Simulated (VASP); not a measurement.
Input of a VASP 6.6.1 run:

INCAR

```
PREC = Accurate ; ENCUT = 520
EDIFF = 1E-6 ; ISMEAR = 0
SIGMA = 0.05 ; LREAL = False
LASPH = True ; NELM = 60
ALGO = Normal ; ISIF = 2
LWAVE = False ; LCHARG = False
GGA = PE ; NBANDS = 26
```

Contents of KPOINTS:

```
regular mesh
0
Gamma
  8 6 4
```

The input POSCAR:

```
AlN
1.0
   -1.6567491617      2.8695737234      0.0000000000
    0.0000000000      0.0000000000      4.1874629526
    4.9702474850      2.8695737234      0.0000000000
Al N
4 4
Direct
    0.4670682794      0.7500000000      0.1556894265
    0.0000000000      0.7500000000      0.6666666667
    0.0000000000      0.2500000000      0.3333333333
    0.5000000000      0.2500000000      0.8333333333
    0.5000000000      0.2500000000      0.1666666667
    0.0000000000      0.2500000000      0.6666666667
    0.0000000000      0.7500000000      0.3333333333
    0.5000000000      0.7500000000      0.8333333333
```

Potentials or basis: VASP PAW PBE potentials, release 64 (Al, N).

The run is started by

```bash
$ cat potpaw_PBE.64/Al/POTCAR potpaw_PBE.64/N/POTCAR > POTCAR
$ mpirun -np 1 vasp_std > vasp.out
```

What does it give for the largest force?

1.963 eV/Å.

Predict the pressure.

0.4 GPa.

Forces in eV/Å, atoms in the order of the input:
```
Al   0.277  1.943  0.000
Al  -0.281 -0.208  0.000
Al   0.086 -0.203  0.000
Al  -0.085  0.039  0.000
N   -0.125 -0.345  0.000
N    0.123  0.050  0.000
N    0.405 -0.897  0.000
N   -0.400 -0.379  0.000
```

Caveat: the cell differs from its parent crystal (atom 1 (Al) moved by +0.000 Å along [1 0 0] and -0.126 Å along [1 2 0]); forces of over 1 eV/Å act on the atoms, so gaps and moduli don't describe the material at rest.
